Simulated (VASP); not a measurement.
# Cu2O5 (cubic X2O5 type) (Pn-3m) in VASP: single point with PBE

Aim: the single point of Cu2O5 (cubic X2O5 type) with PBE.

Everything below comes from runs of VASP 6.6.1. Logs are shortened: lines on timing, memory, paths and dates and some standing lists are left out, and cuts for length are marked.

## 1. The cell of the first run

It takes space group Pn-3m (No. 224, cubic). Conventional cell: a = 5.012 Å, b = 5.012 Å, c = 5.012 Å, α = 90.00°, β = 90.00°, γ = 90.00°. Within 2.9 Å of Cu (site symmetry -3m) lie 12 O at 2.17 to 2.51 Å. Within 2.9 Å of O (site symmetry -3m) lie 6 O at 2.17 Å and 6 Cu at 2.51 Å. O (site symmetry -42m) has 4 Cu at 2.17 Å and 8 O at 2.17 to 2.51 Å within 2.9 Å.

## 2. Single point, PBE

Input file INCAR:

```
ALGO = Normal
EDIFF = 1E-6
ENCUT = 520
GGA = PE
ISIF = 2
ISMEAR = -1
LASPH = True
LCHARG = True
LELF = True
LREAL = False
LVHAR = True
LWAVE = False
NBANDS = 65
NELM = 100
PREC = Accurate
SIGMA = 0.06122561905347299
```

Input file KPOINTS:

```
k-points
0
Gamma
  11 11 11
```

Input file POSCAR:

```
Cu2O5
1.0
    5.0121504657      0.0000000000      0.0000000000
    0.0000000000      5.0121504657      0.0000000000
    0.0000000000      0.0000000000      5.0121504657
Cu O
4 10
Direct
    0.0000000000      0.0000000000      0.0000000000
    0.5000000000      0.5000000000      0.0000000000
    0.5000000000      0.0000000000      0.5000000000
    0.0000000000      0.5000000000      0.5000000000
    0.5000000000      0.0000000000      0.0000000000
    0.0000000000      0.5000000000      0.0000000000
    0.0000000000      0.0000000000      0.5000000000
    0.5000000000      0.5000000000      0.5000000000
    0.7500000000      0.7500000000      0.2500000000
    0.7500000000      0.2500000000      0.7500000000
    0.2500000000      0.7500000000      0.7500000000
    0.7500000000      0.2500000000      0.2500000000
    0.2500000000      0.7500000000      0.2500000000
    0.2500000000      0.2500000000      0.7500000000
```

Potentials or basis: VASP PAW PBE potentials, release 64 (Cu, O).

Command:

```
> cat potpaw_PBE.64/Cu/POTCAR potpaw_PBE.64/O/POTCAR > POTCAR
> mpirun -np 1 vasp_std > vasp.out
```

OUTCAR:

```text
EDIFF = 1E-6
   ENCUT = 520
   GGA = PE
   ISIF = 2
   ISMEAR = -1
   LASPH = True
   LREAL = False
   NELM = 100
   PREC = Accurate

 ion  position               nearest neighbor table
   1  0.000  0.000  0.000-   9 2.17  10 2.17  11 2.17  12 2.17  13 2.17  14 2.17
   2  0.500  0.500  0.000-   9 2.17  10 2.17  11 2.17  12 2.17  13 2.17  14 2.17
   3  0.500  0.000  0.500-   9 2.17  10 2.17  11 2.17  12 2.17  13 2.17  14 2.17
   4  0.000  0.500  0.500-   9 2.17  10 2.17  11 2.17  12 2.17  13 2.17  14 2.17
   5  0.500  0.000  0.000-
   6  0.000  0.500  0.000-
   7  0.000  0.000  0.500-
   8  0.500  0.500  0.500-
   9  0.750  0.750  0.250-   1 2.17   2 2.17   3 2.17   4 2.17
  10  0.750  0.250  0.750-   1 2.17   2 2.17   3 2.17   4 2.17
  11  0.250  0.750  0.750-   1 2.17   2 2.17   3 2.17   4 2.17
  12  0.750  0.250  0.250-   1 2.17   2 2.17   3 2.17   4 2.17
  13  0.250  0.750  0.250-   1 2.17   2 2.17   3 2.17   4 2.17
  14  0.250  0.250  0.750-   1 2.17   2 2.17   3 2.17   4 2.17

  LATTYP: Found a simple cubic cell.
 ALAT       =     5.0121504657

  Lattice vectors:

 A1 = (   5.0121504657,   0.0000000000,   0.0000000000)
 A2 = (   0.0000000000,   5.0121504657,   0.0000000000)
 A3 = (   0.0000000000,   0.0000000000,   5.0121504657)

Analysis of symmetry for initial positions (statically):
=====================================================================
 Subroutine PRICEL returns:
 Original cell was already a primitive cell.

 Routine SETGRP: Setting up the symmetry group for a
 simple cubic supercell.

 Subroutine GETGRP returns: Found 48 space group operations
 (whereof 12 operations were pure point group operations)
 out of a pool of 48 trial point group operations.

The static configuration has the point symmetry D_3d.
 The point group associated with its full space group is O_h .

Analysis of symmetry for dynamics (positions and initial velocities):
=====================================================================
 Subroutine PRICEL returns:
 Original cell was already a primitive cell.

 Routine SETGRP: Setting up the symmetry group for a
 simple cubic supercell.

 Subroutine GETGRP returns: Found 48 space group operations
 (whereof 12 operations were pure point group operations)
 out of a pool of 48 trial point group operations.

The dynamic configuration has the point symmetry D_3d.
 The point group associated with its full space group is O_h .

 Subroutine INISYM returns: Found 48 space group operations
 (whereof 12 operations are pure point group operations),
 and found     1 'primitive' translations

----------------------------------------------------------------------------------------

                                     Primitive cell

  volume of cell :     125.9135

  direct lattice vectors                    reciprocal lattice vectors
     5.012150466  0.000000000  0.000000000     0.199515160  0.000000000  0.000000000
     0.000000000  5.012150466  0.000000000     0.000000000  0.199515160  0.000000000
     0.000000000  0.000000000  5.012150466     0.000000000  0.000000000  0.199515160

  length of vectors
     5.012150466  5.012150466  5.012150466     0.199515160  0.199515160  0.199515160

  position of ions in fractional coordinates (direct lattice)
     0.000000000  0.000000000  0.000000000
     0.500000000  0.500000000  0.000000000
     0.500000000  0.000000000  0.500000000
     0.000000000  0.500000000  0.500000000
     0.500000000  0.000000000  0.000000000
     0.000000000  0.500000000  0.000000000
     0.000000000  0.000000000  0.500000000
     0.500000000  0.500000000  0.500000000
     0.750000000  0.750000000  0.250000000
     0.750000000  0.250000000  0.750000000
     0.250000000  0.750000000  0.750000000
     0.750000000  0.250000000  0.250000000
     0.250000000  0.750000000  0.250000000
     0.250000000  0.250000000  0.750000000

  ion indices of the primitive-cell ions
   primitive index   ion index
                 1           1
                 2           2
                 3           3
                 4           4
                 5           5
                 6           6
                 7           7
                 8           8
                 9           9
                10          10
                11          11
                12          12
                13          13
                14          14

----------------------------------------------------------------------------------------

 KPOINTS: k-points

Automatic generation of k-mesh.
 Grid dimensions read from file:
 generate k-points for:   11   11   11

 Generating k-lattice:

  Cartesian coordinates                     Fractional coordinates (reciprocal lattice)
     0.018137742  0.000000000  0.000000000     0.090909091  0.000000000  0.000000000
     0.000000000  0.018137742  0.000000000     0.000000000  0.090909091  0.000000000
     0.000000000  0.000000000  0.018137742     0.000000000  0.000000000  0.090909091

  Length of vectors
     0.018137742  0.018137742  0.018137742

  Shift w.r.t. Gamma in fractional coordinates (k-lattice)
     0.000000000  0.000000000  0.000000000

 Subroutine IBZKPT returns following result:
 ===========================================

 Found     56 irreducible k-points:

 Following reciprocal coordinates:
            Coordinates               Weight
  0.000000  0.000000  0.000000      1.000000
  0.090909  0.000000  0.000000      6.000000
  0.181818  0.000000  0.000000      6.000000
  0.272727  0.000000  0.000000      6.000000
  0.363636  0.000000  0.000000      6.000000
  0.454545  0.000000  0.000000      6.000000
[... 16 lines left out ...]
  0.181818  0.090909  0.090909     24.000000
  0.272727  0.090909  0.090909     24.000000
 [... further k-points ...]
   k-points           NKPTS =     56   k-points in BZ     NKDIM =     56   number of bands    NBANDS=     65
   number of dos      NEDOS =    301   number of ions     NIONS =     14
   total plane-waves  NPLWV =  64000
   dimension x,y,z NGX =    40 NGY =   40 NGZ =   40
   dimension x,y,z NGXF=    80 NGYF=   80 NGZF=   80
   ions per type =               4  10
   NGX,Y,Z   is equivalent  to a cutoff of  13.27, 13.27, 13.27 a.u.
   NGXF,Y,Z  is equivalent  to a cutoff of  26.53, 26.53, 26.53 a.u.
 SYSTEM =  unknown system
   PREC   = accura    normal or accurate (medium, high low for compatibility)
   ISTART =      0    job   : 0-new  1-cont  2-samecut
   ICHARG =      2    charge: 1-file 2-atom 10-const
   ISPIN  =      1    spin polarized calculation?
   LNONCOLLINEAR =      F non collinear calculations
   LSORBIT =      F    spin-orbit coupling
   LASPH  =      T    aspherical Exc in radial PAW
   ENCUT  =  520.0 eV  38.22 Ry    6.18 a.u.   9.32  9.32  9.32*2*pi/ulx,y,z
   NELM   =    100;   NELMIN=  2; NELMDL= -5     # of ELM steps
   EDIFF  = 0.1E-05   stopping-criterion for ELM
   LREAL  =      F    real-space projection
   EDIFFG = 0.1E-04   stopping-criterion for IOM
   NSW    =      0    number of steps for IOM
   IBRION =     -1    ionic relax: 0-MD 1-quasi-New 2-CG
   NFREE  =      0    steps in history (QN), initial steepest desc. (CG)
   ISIF   =      2    stress and relaxation
   ISYM   =      2    0-nonsym 1-usesym 2-fastsym
   POTIM  = 0.5000    time-step for ionic-motion
   TEBEG  =    0.0;   TEEND  =   0.0 temperature during run
   PSTRESS=    0.0 pullay stress
   NELECT =     104.0000    total number of electrons
   NUPDOWN=      -1.0000    fix difference up-down
   EMIN   =  10.00;   EMAX   =-10.00  energy-range for DOS
   EFERMI =   0.00;   METHOD = LEGACY
   ISMEAR =    -1;   SIGMA  =   0.06  broadening in eV -4-tet -1-fermi 0-gaus
   EFERMI_NEDOS =   21; number of points for ismear=-14 and -15
   IALGO  =     38    algorithm
   IMIX   =      4    mixing-type and parameters
     AMIX     =   0.40;   BMIX     =  1.00
     AMIX_MAG =   1.60;   BMIX_MAG =  1.00
  volume/ion in A,a.u.               =       8.99        60.69
  Fermi-wavevector in a.u.,A,eV,Ry     =   1.536014  2.902646 32.100756  2.359339
  Thomas-Fermi vector in A             =   2.642722
   LORBIT       =      0    0 simple, 1 ext, 2 COOP (PROOUT), +10 PAW based schemes
   GGA     = PE    functional components
   LHFCALC =     F    Hartree Fock is set to
   AEXX    =    0.0000 exact exchange contribution
   IVDW    =     0    specifies the selected vdW correction
   LEPSILON=     F    determine dielectric tensor
   LRPA    =     F    only Hartree local field effects (RPA)
 non-spin polarized calculation
  energy-cutoff  :      520.00
  volume of cell :      125.91
 maximum number of plane-waves:      3407
 NGX is ok and might be reduce to    40
   NGX = 19   NGY = 19   NGZ = 19

 number of electron     104.0000073 magnetization

 Free energy of the ion-electron system (eV)
  ---------------------------------------------------
  ext. energy  EPLUGINS =         0.00000000
  ---------------------------------------------------
  free energy    TOTEN  =       -51.63024084 eV

  energy without entropy =      -51.43214544  energy(sigma->0) =      -51.53119314

 E-fermi :   4.4807     XC(G=0): -12.1134

 val. band max:        4.4783107497   @ k =   0.4545   0.0909   0.0000
 cond. band min:       4.4840877987   @ k =   0.1818   0.1818   0.0909
 fundamental gap:      0.0057770489
 Fermi energy:         4.4807419019

 k-point     1 :       0.0000    0.0000    0.0000
  band No.  band energies     occupation
      1     -16.1744      2.00000
      2     -13.9433      2.00000
      3     -13.9433      2.00000
      4     -13.2068      2.00000
      5     -13.2068      2.00000
      6     -13.2068      2.00000
[... 56 lines left out ...]
     63      11.5889      0.00000
     64      11.5889      0.00000

 k-point     2 :       0.0909    0.0000    0.0000
  band No.  band energies     occupation
      1     -16.1478      2.00000
      2     -14.0841      2.00000
      3     -13.9249      2.00000
      4     -13.2050      2.00000
      5     -13.2050      2.00000
      6     -13.0915      2.00000
[... 56 lines left out ...]
     63      11.6094      0.00000
     64      11.6094      0.00000

 k-point     3 :       0.1818    0.0000    0.0000
  band No.  band energies     occupation
      1     -16.0694      2.00000
      2     -14.3688      2.00000
      3     -13.8706      2.00000
      4     -13.2004      2.00000
      5     -13.2004      2.00000
      6     -12.9732      2.00000
[... 1396 lines left out ...]
     63      11.6736      0.00000
     64      11.6831      0.00000

 k-point    24 :       0.2727    0.0909    0.0909
  band No.  band energies     occupation
      1     -15.8899      2.00000
      2     -14.6622      2.00000
      3     -13.9742      2.00000
      4     -13.3187      2.00000
      5     -13.2154      2.00000
      6     -12.8889      2.00000
[... 56 lines left out ...]
     63      11.7414      0.00000
     64      11.7507      0.00000

 [... further k-points ...]

 [bands above 64 left out]

------------------------ aborting loop because EDIFF is reached ----------------------------------------

  FORCE on cell =-STRESS in cart. coord.  units (eV):
  Direction    XX          YY          ZZ          XY          YZ          ZX
  --------------------------------------------------------------------------------------
  -------------------------------------------------------------------------------------
  Total        2.5625405      2.5625405      2.5625405      0.0000000      0.0000000      0.0000000
  in kB       32.6068628     32.6068628     32.6068628      0.0000000      0.0000000      0.0000000
  external PRESSURE =      32.6068628 kB  Pullay stress =       0.0000000 kB

 VOLUME and BASIS-vectors are now :
 -----------------------------------------------------------------------------
  energy-cutoff  :      520.00
  volume of cell :      125.91
      direct lattice vectors                 reciprocal lattice vectors
     5.012150466  0.000000000  0.000000000     0.199515160  0.000000000  0.000000000
     0.000000000  5.012150466  0.000000000     0.000000000  0.199515160  0.000000000
     0.000000000  0.000000000  5.012150466     0.000000000  0.000000000  0.199515160

 POSITION                                       TOTAL-FORCE (eV/Angst)
 -----------------------------------------------------------------------------------
      0.00000      0.00000      0.00000        -0.000000     -0.000000     -0.000000
      2.50608      2.50608      0.00000        -0.000000     -0.000000     -0.000000
      2.50608      0.00000      2.50608        -0.000000     -0.000000     -0.000000
      0.00000      2.50608      2.50608        -0.000000     -0.000000     -0.000000
      2.50608      0.00000      0.00000        -0.000000     -0.000000     -0.000000
      0.00000      2.50608      0.00000        -0.000000     -0.000000     -0.000000
      0.00000      0.00000      2.50608        -0.000000     -0.000000     -0.000000
      2.50608      2.50608      2.50608        -0.000000     -0.000000     -0.000000
      3.75911      3.75911      1.25304         0.000000     -0.000000     -0.000000
      3.75911      1.25304      3.75911         0.000000     -0.000000     -0.000000
      1.25304      3.75911      3.75911         0.000000      0.000000      0.000000
      3.75911      1.25304      1.25304        -0.000000     -0.000000      0.000000
      1.25304      3.75911      1.25304        -0.000000      0.000000      0.000000
      1.25304      1.25304      3.75911        -0.000000      0.000000     -0.000000
 -----------------------------------------------------------------------------------
    total drift:                               -0.000000      0.000000     -0.000000

  FREE ENERGIE OF THE ION-ELECTRON SYSTEM (eV)
  ---------------------------------------------------
  free  energy   TOTEN  =       -51.6302408377 eV

  energy  without entropy=      -51.4321454390  energy(sigma->0) =      -51.53119314
```

It took 20 min on 1 thread of Intel Xeon Platinum 8488C (Sapphire Rapids), shared host; peak memory 0.45 GiB.

Results:

```yaml
Free_energy: -51.6302 eV
Pressure: 3.3 GPa
Band_gap_on_the_k_mesh: zero (bands 52 and 53 overlap by 0.48 eV)
```

Caveat: the cell stands under pressure; semilocal functionals often make such compounds metallic where correlation or magnetic order opens a gap, which also shifts bond lengths. With open d or f shells a metallic result of PBE can be an artefact of self-interaction; +U or a hybrid may open a gap.
